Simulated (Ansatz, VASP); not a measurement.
One calculation of ZnSn2N2, two programs

The input INCAR:

```
SYSTEM = ZnSn2N2
  PREC = Accurate
  ENCUT = 520
  EDIFF = 1E-7
  ISMEAR = 0
  SIGMA = 0.1
  LREAL = .FALSE.
  LASPH = .TRUE.
  NELM = 100
  ALGO = Normal
  ISIF = 2
  LWAVE = .FALSE.
  LCHARG = .TRUE.
  GGA = PE
  LELF = .TRUE.
  LVHAR = .TRUE.
  NBANDS = 33
```

KPOINTS

```
regular mesh
0
G
  6 6 2
  0 0 0
```

Contents of POSCAR:

```
ZnSn2N2
1.0
    2.3532230300     -2.4090329600      0.0000000000
    2.3532230300      2.4090329600      0.0000000000
    0.0000000000      0.0000000000      7.7452531100
Zn Sn N
1 2 2
Direct
    0.5000000000      0.5000000000      0.0000000000
    0.0000000000      0.0000000000      0.5000000000
    0.5000000000      0.5000000000      0.5000000000
    0.8479291700      0.1520708300      0.0000000000
    0.1520708300      0.8479291700      0.0000000000
```

Input for Ansatz:

```yaml
crystal:
  lattice:
    - [2.35322303, -2.40903296, 0.0]
    - [2.35322303, 2.40903296, 0.0]
    - [0.0, 0.0, 7.74525311]
  atoms:
    - { symbol: Zn, position: [0.5, 0.5, 0.0] }
    - { symbol: Sn, position: [0.0, 0.0, 0.5] }
    - { symbol: Sn, position: [0.5, 0.5, 0.5] }
    - { symbol: "N", position: [0.84792917, 0.15207083, 0.0] }
    - { symbol: "N", position: [0.15207083, 0.84792917, 0.0] }
basis:
  ecutwfc: 420
kpoints:
  mp_grid: { grid: [6, 6, 2] }
hamiltonian:
  xc: pbe
scf:
  occupations: { method: gaussian, width: 0.1 }
  lower_state_search: "off"
output:
  forces: true
  stress: true
  eigenvalues: true
```

Alike in both runs: task single point; functional PBE; k mesh 6 × 6 × 2; occupations gaussian, width 0.1 eV; no spin polarisation.

```csv
,VASP,Ansatz
version,VASP 6.6.1,Ansatz 0.2.0
potentials or method,"VASP PAW PBE potentials, release 64 (Zn, Sn_d, N), cutoff 520 eV","scalar-relativistic, plane waves, PAW"
valence electrons in the cell,50,50
```

```csv
,VASP,Ansatz,Ansatz less VASP
gap on the k mesh at the Fermi level (eV),none,none,-
rms of the force components (eV/Å),3.894,3.837,-0.0572
```

Atom by atom the forces differ by 0.057 eV/Å (rms over components). A gap of «none» marks a metal or a gap that the smearing closes. The functional is the same, so the differences come from potentials, cutoffs and numerics.

The k mesh is coarse, so the values compare programs but aren't converged.
